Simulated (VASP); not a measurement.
Write the native input for VASP 6.6.1 that does the following.

- Task: single point
- Functional: PBE
- Potentials or basis: VASP PAW PBE potentials, release 64 (Lu, Si)
- Cutoff: 520 eV
- k mesh: 7 × 7 × 7
- Occupations: gaussian, width 0.1 eV
- Spin: no spin polarisation
- Dipole correction: no
- Further INCAR settings: ALGO = Normal; EDIFF = 1e-06; NBANDS = 48

The structure of Lu3Si lies in POSCAR:

```
Lu3Si
1.0
    4.5414190000      0.0000000000      0.0000000000
    0.0000000000      4.5414190000      0.0000000000
    0.0000000000      0.0000000000      4.5414190000
Lu Si
3 1
Direct
    0.5000000000      0.5000000000      0.0000000000
    0.5000000000      0.0000000000      0.5000000000
    0.0000000000      0.5000000000      0.5000000000
    0.0000000000      0.0000000000      0.0000000000
```

One way to write it, as run:

INCAR

```
ALGO = Normal ; EDIFF = 1E-6
ENCUT = 520 ; GGA = PE
ISIF = 2 ; ISMEAR = 0
LASPH = True ; LCHARG = False
LREAL = False ; LWAVE = False
NBANDS = 48 ; NELM = 80
PREC = Accurate ; SIGMA = 0.1
```

KPOINTS

```
k-points
0
Gamma
  7 7 7
```

Potentials or basis: VASP PAW PBE potentials, release 64 (Lu, Si).

The run is started by

```bash
$ cat potpaw_PBE.64/Lu/POTCAR potpaw_PBE.64/Si/POTCAR > POTCAR
$ mpirun -np 1 vasp_std > vasp.out
```

It gave:

```json
{"Pressure": "-0.6 GPa", "Band gap on the k mesh": "zero (an odd number of electrons rules out a gap without spin polarisation)"}
```

Caveat: spin-orbit coupling is left out, which moves the levels of the heavy elements.

Run time: 34 s on 1 thread of Intel(R) Xeon(R) 6975P-C (Granite Rapids), on a shared host, peak memory 0.25 GiB.
